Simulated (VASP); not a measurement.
Wanted: the native input for a VASP 6.6.1 run.

```yaml
Task: single point
Functional: LDA
Potentials_or_basis: VASP PAW LDA potentials, release 64 (Re)
Cutoff: 520 eV
k_mesh: 18 × 18 × 10
Occupations: fermi-dirac, width 0.08 eV
Spin: no spin polarisation
Dipole_correction: no
Further_INCAR_settings: ALGO = Normal; EDIFF = 1e-06; NBANDS = 14
```

The structure of Re lies in POSCAR:

```
Re
1.0
    2.4092193053      0.0000000000      0.0000000000
   -1.2046096526      2.0864451217      0.0000000000
    0.0000000000      0.0000000000      3.8783041766
Re
2
Direct
    0.3333333333      0.6666666667      0.2500000000
    0.6666666667      0.3333333333      0.7500000000
```

The input as run:

INCAR

```
  ALGO = Normal
  EDIFF = 1E-6
  ENCUT = 520
  GGA = CA
  ISIF = 2
  ISMEAR = -1
  LASPH = True
  LCHARG = False
  LREAL = False
  LWAVE = False
  NBANDS = 14
  NELM = 60
  PREC = Accurate
  SIGMA = 0.08
```

KPOINTS

```
k-points
0
Gamma
  18 18 10
```

Potentials or basis: VASP PAW LDA potentials, release 64 (Re).

Launch:

```bash
$ cat potpaw_LDA.64/Re/POTCAR > POTCAR
$ mpirun -np 1 vasp_std > vasp.out
```

Results of the run:

| Item | Value |
| --- | --- |
| Pressure | 366.0 GPa |
| Band gap on the k mesh | zero (bands 7 and 8 overlap by 7.14 eV) |

Caveat: the cell stands under pressure; spin-orbit coupling is left out, which moves the levels of the heavy elements.

Run time: 33 s on 1 thread of Intel(R) Xeon(R) Platinum 8488C (Sapphire Rapids), on a shared host, peak memory 0.16 GiB.
